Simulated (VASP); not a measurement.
A run of VASP 6.6.1 is set up as follows.

INCAR

```
PREC = Accurate
ENCUT = 520
EDIFF = 1E-6
ISMEAR = 0
SIGMA = 0.1
LREAL = Auto
LASPH = True
NELM = 100
ALGO = Fast
ISIF = 2
LWAVE = False
LCHARG = True
LDIPOL = True
IDIPOL = 3
DIPOL = 0.5 0.5 0.303
GGA = PE
IVDW = 12
LELF = True
LVHAR = True
LVACPOTAV = True
NBANDS = 56
```

The input KPOINTS:

```
Automatic mesh
0
Gamma
  6 4 1
```

Contents of POSCAR:

```
HC20
1.0
    4.9292027291      0.0000000000      0.0000000000
    0.0000000000      6.8054113579      0.0000000000
    0.0000000000      0.0000000000     22.2346643469
C H
20 1
Direct
    0.3122885183      0.2500141188      0.1798992752
    0.8122885183      0.2500141188      0.1798992752
    0.0622635010      0.2500141188      0.2119095571
    0.5622635010      0.2500141188      0.2119095571
    0.1871989222      0.7499858812      0.2279080302
    0.6871989222      0.7499858812      0.2279080302
    0.4371739048      0.7499858812      0.2599183120
    0.9371739048      0.7499858812      0.2599183120
    0.0621093260      0.2500141188      0.2759167852
    0.5621093260      0.2500141188      0.2759167852
    0.3120409925      0.2500133946      0.3071026518
    0.8120409925      0.2500133946      0.3071026518
    0.4371093881      0.7499905632      0.3309339292
    0.9371093881      0.7499905632      0.3309339292
    0.1866551682      0.7499900467      0.3565506911
    0.6866551682      0.7499900467      0.3565506911
    0.3119519864      0.2500147752      0.3740490919
    0.8119519864      0.2500147752      0.3740490919
    0.0621664184      0.2500173699      0.4018349100
    0.5621664184      0.2500173699      0.4018349100
    0.0621664184      0.7500173699      0.5142719570
```

Potentials or basis: VASP PAW PBE potentials, release 64 (C, H).

The run is started by

```sh
$ cat potpaw_PBE.64/C/POTCAR potpaw_PBE.64/H/POTCAR > POTCAR
$ mpirun -np 1 vasp_std > vasp.out
```

(1) What does it give for the largest force?

(2) Predict the dispersion energy per atom.

Results:

(1) 3.420 eV/Å.

(2) -0.103 eV.

Caveat: an odd number of electrons without spin polarisation forces a metal; a magnetic or distorted state may lie lower.
